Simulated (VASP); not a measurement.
# CaZr (P2_13) in VASP: further runs

CaZr is run at these levels: PBE; tasks: single point, relaxation of cell and atoms.

Everything below comes from runs of VASP 6.6.1. Logs are shortened: lines on timing, memory, paths and dates and some standing lists are left out, and cuts for length are marked.

## 1. The cell of the first run

It takes space group P2_13 (No. 198, cubic). Conventional cell: a = 5.571 Å, b = 5.571 Å, c = 5.571 Å, α = 90.00°, β = 90.00°, γ = 90.00°. Ca (site symmetry 3) has 7 Zr at 2.95 to 3.02 Å and 6 Ca at 3.45 Å within 3.9 Å. Zr (site symmetry 3) has 7 Ca at 2.95 to 3.02 Å and 6 Zr at 3.43 Å within 3.9 Å.

## 2. Single point, PBE

Contents of INCAR:

```
SYSTEM = CaZr
PREC = Accurate
ENCUT = 520
EDIFF = 1E-6
ISMEAR = 0
SIGMA = 0.1
LREAL = .False.
LASPH = .True.
NELM = 60
ALGO = Fast
ISIF = 2
LWAVE = .False.
LCHARG = .True.
GGA = PE
LELF = .True.
LVHAR = .True.
NBANDS = 54
```

Contents of KPOINTS:

```
Automatic mesh
0
Gamma
  4 4 4
  0 0 0
```

Contents of POSCAR:

```
CaZr
1.0
    5.5710258011      0.0000000000      0.0000000000
    0.0000000000      5.5710258011      0.0000000000
    0.0000000000      0.0000000000      5.5710258011
Ca Zr
4 4
Direct
    0.8440000000      0.8440000000      0.8440000000
    0.6560000000      0.1560000000      0.3440000000
    0.3440000000      0.6560000000      0.1560000000
    0.1560000000      0.3440000000      0.6560000000
    0.1500000000      0.1500000000      0.1500000000
    0.3500000000      0.8500000000      0.6500000000
    0.6500000000      0.3500000000      0.8500000000
    0.8500000000      0.6500000000      0.3500000000
```

Potentials or basis: VASP PAW PBE potentials, release 64 (Ca_sv, Zr_sv).

On the command line:

```sh
$ cat potpaw_PBE.64/Ca_sv/POTCAR potpaw_PBE.64/Zr_sv/POTCAR > POTCAR
$ mpirun -np 1 vasp_std > vasp.out
```

OUTCAR:

```text
SYSTEM = CaZr
   PREC = Accurate
   ENCUT = 520
   EDIFF = 1E-6
   ISMEAR = 0
   LREAL = .False.
   LASPH = .True.
   NELM = 60
   ISIF = 2
   GGA = PE

 ion  position               nearest neighbor table
   1  0.844  0.844  0.844-   5 2.95   6 2.96   7 2.96   8 2.96   7 3.02   8 3.02   6 3.02
   2  0.656  0.156  0.344-   6 2.95   5 2.96   7 2.96   8 2.96   7 3.02   8 3.02   5 3.02
   3  0.344  0.656  0.156-   7 2.95   6 2.96   5 2.96   8 2.96   8 3.02   6 3.02   5 3.02
   4  0.156  0.344  0.656-   8 2.95   6 2.96   7 2.96   5 2.96   6 3.02   5 3.02   7 3.02
   5  0.150  0.150  0.150-   1 2.95   2 2.96   3 2.96   4 2.96   3 3.02   4 3.02   2 3.02   6 3.43
                             7 3.43   8 3.43   6 3.43   8 3.43   7 3.43
   6  0.350  0.850  0.650-   2 2.95   1 2.96   3 2.96   4 2.96   3 3.02   4 3.02   1 3.02   8 3.43
                             5 3.43   5 3.43   7 3.43   7 3.43   8 3.43
   7  0.650  0.350  0.850-   3 2.95   2 2.96   1 2.96   4 2.96   4 3.02   2 3.02   1 3.02   8 3.43
                             5 3.43   8 3.43   6 3.43   6 3.43   5 3.43
   8  0.850  0.650  0.350-   4 2.95   2 2.96   3 2.96   1 2.96   2 3.02   1 3.02   3 3.02   7 3.43
                             5 3.43   7 3.43   5 3.43   6 3.43   6 3.43

  LATTYP: Found a simple cubic cell.
 ALAT       =     5.5710258011

  Lattice vectors:

 A1 = (   5.5710258011,   0.0000000000,   0.0000000000)
 A2 = (   0.0000000000,   5.5710258011,   0.0000000000)
 A3 = (   0.0000000000,   0.0000000000,   5.5710258011)

Analysis of symmetry for initial positions (statically):
=====================================================================
 Subroutine PRICEL returns:
 Original cell was already a primitive cell.

 Routine SETGRP: Setting up the symmetry group for a
 simple cubic supercell.

 Subroutine GETGRP returns: Found 12 space group operations
 (whereof  3 operations were pure point group operations)
 out of a pool of 48 trial point group operations.

The static configuration has the point symmetry C_3 .
 The point group associated with its full space group is T   .

Analysis of symmetry for dynamics (positions and initial velocities):
=====================================================================
 Subroutine PRICEL returns:
 Original cell was already a primitive cell.

 Routine SETGRP: Setting up the symmetry group for a
 simple cubic supercell.

 Subroutine GETGRP returns: Found 12 space group operations
 (whereof  3 operations were pure point group operations)
 out of a pool of 48 trial point group operations.

The dynamic configuration has the point symmetry C_3 .
 The point group associated with its full space group is T   .

 Subroutine INISYM returns: Found 12 space group operations
 (whereof  3 operations are pure point group operations),
 and found     1 'primitive' translations

----------------------------------------------------------------------------------------

                                     Primitive cell

  volume of cell :     172.9042

  direct lattice vectors                    reciprocal lattice vectors
     5.571025801  0.000000000  0.000000000     0.179500156  0.000000000  0.000000000
     0.000000000  5.571025801  0.000000000     0.000000000  0.179500156  0.000000000
     0.000000000  0.000000000  5.571025801     0.000000000  0.000000000  0.179500156

  length of vectors
     5.571025801  5.571025801  5.571025801     0.179500156  0.179500156  0.179500156

  position of ions in fractional coordinates (direct lattice)
     0.844000000  0.844000000  0.844000000
     0.656000000  0.156000000  0.344000000
     0.344000000  0.656000000  0.156000000
     0.156000000  0.344000000  0.656000000
     0.150000000  0.150000000  0.150000000
     0.350000000  0.850000000  0.650000000
     0.650000000  0.350000000  0.850000000
     0.850000000  0.650000000  0.350000000

  ion indices of the primitive-cell ions
   primitive index   ion index
                 1           1
                 2           2
                 3           3
                 4           4
                 5           5
                 6           6
                 7           7
                 8           8

----------------------------------------------------------------------------------------

 KPOINTS: Automatic mesh

Automatic generation of k-mesh.
 Grid dimensions read from file:
 generate k-points for:    4    4    4

 Generating k-lattice:

  Cartesian coordinates                     Fractional coordinates (reciprocal lattice)
     0.044875039  0.000000000  0.000000000     0.250000000  0.000000000  0.000000000
     0.000000000  0.044875039  0.000000000     0.000000000  0.250000000  0.000000000
     0.000000000  0.000000000  0.044875039     0.000000000  0.000000000  0.250000000

  Length of vectors
     0.044875039  0.044875039  0.044875039

  Shift w.r.t. Gamma in fractional coordinates (k-lattice)
     0.000000000  0.000000000  0.000000000

 Subroutine IBZKPT returns following result:
 ===========================================

 Found     11 irreducible k-points:

 Following reciprocal coordinates:
            Coordinates               Weight
  0.000000  0.000000  0.000000      1.000000
  0.250000  0.000000  0.000000      6.000000
  0.500000  0.000000  0.000000      3.000000
  0.250000  0.250000  0.000000     12.000000
  0.500000  0.250000  0.000000      6.000000
 -0.250000  0.500000  0.000000      6.000000
  0.500000  0.500000  0.000000      3.000000
  0.250000  0.250000  0.250000      8.000000
  0.500000  0.250000  0.250000     12.000000
  0.500000  0.500000  0.250000      6.000000
  0.500000  0.500000  0.500000      1.000000
   k-points           NKPTS =     11   k-points in BZ     NKDIM =     11   number of bands    NBANDS=     54
   number of dos      NEDOS =    301   number of ions     NIONS =      8
   total plane-waves  NPLWV =  74088
   dimension x,y,z NGX =    42 NGY =   42 NGZ =   42
   dimension x,y,z NGXF=    84 NGYF=   84 NGZF=   84
   ions per type =               4   4
   NGX,Y,Z   is equivalent  to a cutoff of  12.53, 12.53, 12.53 a.u.
   NGXF,Y,Z  is equivalent  to a cutoff of  25.07, 25.07, 25.07 a.u.
 SYSTEM =  CaZr
   PREC   = accura    normal or accurate (medium, high low for compatibility)
   ISTART =      0    job   : 0-new  1-cont  2-samecut
   ICHARG =      2    charge: 1-file 2-atom 10-const
   ISPIN  =      1    spin polarized calculation?
   LNONCOLLINEAR =      F non collinear calculations
   LSORBIT =      F    spin-orbit coupling
   LASPH  =      T    aspherical Exc in radial PAW
   ENCUT  =  520.0 eV  38.22 Ry    6.18 a.u.  10.36 10.36 10.36*2*pi/ulx,y,z
   NELM   =     60;   NELMIN=  2; NELMDL= -5     # of ELM steps
   EDIFF  = 0.1E-05   stopping-criterion for ELM
   LREAL  =      F    real-space projection
   EDIFFG = 0.1E-04   stopping-criterion for IOM
   NSW    =      0    number of steps for IOM
   IBRION =     -1    ionic relax: 0-MD 1-quasi-New 2-CG
   NFREE  =      0    steps in history (QN), initial steepest desc. (CG)
   ISIF   =      2    stress and relaxation
   ISYM   =      2    0-nonsym 1-usesym 2-fastsym
   POTIM  = 0.5000    time-step for ionic-motion
   TEBEG  =    0.0;   TEEND  =   0.0 temperature during run
   PSTRESS=    0.0 pullay stress
   NELECT =      88.0000    total number of electrons
   NUPDOWN=      -1.0000    fix difference up-down
   EMIN   =  10.00;   EMAX   =-10.00  energy-range for DOS
   EFERMI =   0.00;   METHOD = LEGACY
   ISMEAR =     0;   SIGMA  =   0.10  broadening in eV -4-tet -1-fermi 0-gaus
   EFERMI_NEDOS =   21; number of points for ismear=-14 and -15
   IALGO  =     68    algorithm
   IMIX   =      4    mixing-type and parameters
     AMIX     =   0.40;   BMIX     =  1.00
     AMIX_MAG =   1.60;   BMIX_MAG =  1.00
  volume/ion in A,a.u.               =      21.61       145.85
  Fermi-wavevector in a.u.,A,eV,Ry     =   1.307075  2.470014 23.244811  1.708445
  Thomas-Fermi vector in A             =   2.437834
   LORBIT       =      0    0 simple, 1 ext, 2 COOP (PROOUT), +10 PAW based schemes
   GGA     = PE    functional components
   LHFCALC =     F    Hartree Fock is set to
   AEXX    =    0.0000 exact exchange contribution
   IVDW    =     0    specifies the selected vdW correction
   LEPSILON=     F    determine dielectric tensor
   LRPA    =     F    only Hartree local field effects (RPA)
 non-spin polarized calculation
 RMM-DIIS sequential band-by-band and
 Gauss-broadening in eV      SIGMA  =   0.10
  energy-cutoff  :      520.00
  volume of cell :      172.90
 maximum number of plane-waves:      4700
 NGX is ok and might be reduce to    42
   NGX = 21   NGY = 21   NGZ = 21

 number of electron      87.9999984 magnetization

 Free energy of the ion-electron system (eV)
  ---------------------------------------------------
  ext. energy  EPLUGINS =         0.00000000
  ---------------------------------------------------
  free energy    TOTEN  =       -33.90623783 eV

  energy without entropy =      -33.86987257  energy(sigma->0) =      -33.88805520

 E-fermi :   7.2562     XC(G=0): -10.7768

 val. band max:        7.2534422739   @ k =   0.2500   0.2500   0.0000
 cond. band min:       7.2574893306   @ k =   0.0000   0.0000   0.0000
 fundamental gap:      0.0040470567
 Fermi energy:         7.2562158128

 k-point     1 :       0.0000    0.0000    0.0000
  band No.  band energies     occupation
      1     -41.3098      2.00000
      2     -41.2653      2.00000
      3     -41.2653      2.00000
      4     -41.2653      2.00000
      5     -32.6429      2.00000
      6     -32.5953      2.00000
[... 46 lines left out ...]
     53       9.1180      0.00000
     54       9.6706      0.00000

 k-point     2 :       0.2500    0.0000    0.0000
  band No.  band energies     occupation
      1     -41.3046      2.00000
      2     -41.2766      2.00000
      3     -41.2638      2.00000
      4     -41.2603      2.00000
      5     -32.6391      2.00000
      6     -32.6106      2.00000
[... 46 lines left out ...]
     53       9.0629      0.00000
     54       9.2902      0.00000
[... 454 lines left out ...]
     53       8.9437      0.00000
     54       8.9483      0.00000

 k-point    11 :       0.5000    0.5000    0.5000
  band No.  band energies     occupation
      1     -41.2760      2.00000
      2     -41.2760      2.00000
      3     -41.2760      2.00000
      4     -41.2760      2.00000
      5     -32.6109      2.00000
      6     -32.6109      2.00000
[... 46 lines left out ...]
     53       8.6216      0.00000
     54       8.6216      0.00000

------------------------ aborting loop because EDIFF is reached ----------------------------------------

  FORCE on cell =-STRESS in cart. coord.  units (eV):
  Direction    XX          YY          ZZ          XY          YZ          ZX
  --------------------------------------------------------------------------------------
  -------------------------------------------------------------------------------------
  Total       20.2547701     20.2547701     20.2547701      0.0000000      0.0000000      0.0000000
  in kB      187.6862219    187.6862219    187.6862219      0.0000000      0.0000000      0.0000000
  external PRESSURE =     187.6862219 kB  Pullay stress =       0.0000000 kB

 VOLUME and BASIS-vectors are now :
 -----------------------------------------------------------------------------
  energy-cutoff  :      520.00
  volume of cell :      172.90
      direct lattice vectors                 reciprocal lattice vectors
     5.571025801  0.000000000  0.000000000     0.179500156  0.000000000  0.000000000
     0.000000000  5.571025801  0.000000000     0.000000000  0.179500156  0.000000000
     0.000000000  0.000000000  5.571025801     0.000000000  0.000000000  0.179500156

 POSITION                                       TOTAL-FORCE (eV/Angst)
 -----------------------------------------------------------------------------------
      4.70195      4.70195      4.70195         0.097579      0.097579      0.097579
      3.65459      0.86908      1.91643        -0.097579     -0.097579      0.097579
      1.91643      3.65459      0.86908         0.097579     -0.097579     -0.097579
      0.86908      1.91643      3.65459        -0.097579      0.097579     -0.097579
      0.83565      0.83565      0.83565        -0.158204     -0.158204     -0.158204
      1.94986      4.73537      3.62117         0.158204      0.158204     -0.158204
      3.62117      1.94986      4.73537        -0.158204      0.158204      0.158204
      4.73537      3.62117      1.94986         0.158204     -0.158204      0.158204
 -----------------------------------------------------------------------------------
    total drift:                               -0.000000     -0.000000      0.000000

  FREE ENERGIE OF THE ION-ELECTRON SYSTEM (eV)
  ---------------------------------------------------
  free  energy   TOTEN  =       -33.9062378263 eV

  energy  without entropy=      -33.8698725665  energy(sigma->0) =      -33.88805520
```

It took 2.4 min on 1 thread of Intel Xeon 6975P-C (Granite Rapids), shared host; peak memory 0.3 GiB.

What came out:

| Quantity | Value |
| --- | --- |
| Free energy | -33.9062 eV |
| Pressure | 18.8 GPa |
| Largest force | 0.274 eV/Å |
| Band gap on the k mesh | zero (bands 44 and 45 overlap by 0.11 eV) |

Forces on the atoms (eV/Å):
```
Ca   0.098  0.098  0.098
Ca  -0.098 -0.098  0.098
Ca   0.098 -0.098 -0.098
Ca  -0.098  0.098 -0.098
Zr  -0.158 -0.158 -0.158
Zr   0.158  0.158 -0.158
Zr  -0.158  0.158  0.158
Zr   0.158 -0.158  0.158
```

Caveat: the cell stands under pressure.

(Part 1 of 2 ends here.)
